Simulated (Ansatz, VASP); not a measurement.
**Two plane-wave programs on WS2**

The input INCAR:

```
SYSTEM = WS2
PREC = Accurate
ENCUT = 520
EDIFF = 1E-6
ISMEAR = 0
SIGMA = 0.05
LREAL = .FALSE.
LASPH = .TRUE.
NELM = 100
ALGO = Normal
ISIF = 2
LWAVE = .FALSE.
LCHARG = .FALSE.
GGA = PS
NBANDS = 35
```

The input KPOINTS:

```
Automatic mesh
0
G
  12 12 2
  0 0 0
```

The input POSCAR:

```
WS2
1.0
    3.2012002007      0.0000000000      0.0000000000
   -1.6006001004      2.7723206964      0.0000000000
    0.0000000000      0.0000000000     12.9184432105
W S
2 4
Direct
    0.3333333333      0.6666666667      0.2500000000
    0.6666666667      0.3333333333      0.7500000000
    0.3333333333      0.6666666667      0.6068585060
    0.6666666667      0.3333333333      0.1068585060
    0.3333333333      0.6666666667      0.8931414940
    0.6666666667      0.3333333333      0.3931414940
```

Input for Ansatz:

```yaml
crystal:
  lattice:
    - [3.2012002007, 0.0, 0.0]
    - [-1.6006001004, 2.7723206964, 0.0]
    - [0.0, 0.0, 12.9184432105]
  atoms:
    - { symbol: W, position: [0.3333333333, 0.6666666667, 0.25] }
    - { symbol: W, position: [0.6666666667, 0.3333333333, 0.75] }
    - { symbol: S, position: [0.3333333333, 0.6666666667, 0.606858506] }
    - { symbol: S, position: [0.6666666667, 0.3333333333, 0.106858506] }
    - { symbol: S, position: [0.3333333333, 0.6666666667, 0.893141494] }
    - { symbol: S, position: [0.6666666667, 0.3333333333, 0.393141494] }
basis:
  ecutwfc: 420
kpoints:
  mp_grid: { grid: [12, 12, 2] }
hamiltonian:
  xc: pbesol
  pseudopotentials: { kind: paw, azcp: { folder: soft_1 } }
scf:
  occupations: { method: gaussian, width: 0.05 }
output:
  forces: true
  stress: true
  eigenvalues: true
```

Alike in both runs: task single point; functional PBEsol; k mesh 12 × 12 × 2; occupations gaussian, width 0.05 eV; no spin polarisation.

```csv
,VASP,Ansatz
version,VASP 6.6.1,Ansatz 0.2.0
potentials or method,"VASP PAW PBE potentials, release 64 (W_sv, S), cutoff 520 eV","scalar-relativistic, plane waves, PAW"
valence electrons in the cell,52,52
```

|  | VASP | Ansatz | Ansatz less VASP |
| --- | --- | --- | --- |
| gap on the k mesh at the Fermi level (eV) | 0.51 | 0.50 | -0.003 |
| least direct gap on the mesh (eV) | 1.21 | 1.20 | -0.004 |
| pressure (GPa) | -24.0 | -24.0 | -0.04 |
| traceless stress, the component that is largest in VASP (GPa) | -16.52 | -16.54 | -0.017 |
| rms of the force components (eV/Å) | 1.896 | 1.899 | +0.0027 |

VASP's potentials were made for PBE, not for PBEsol, and Ansatz warns of the same on its side. Atom by atom the forces differ by 0.003 eV/Å (rms over components). The functional is the same, so the differences come from potentials, cutoffs and numerics.

Spin-orbit coupling is off throughout.
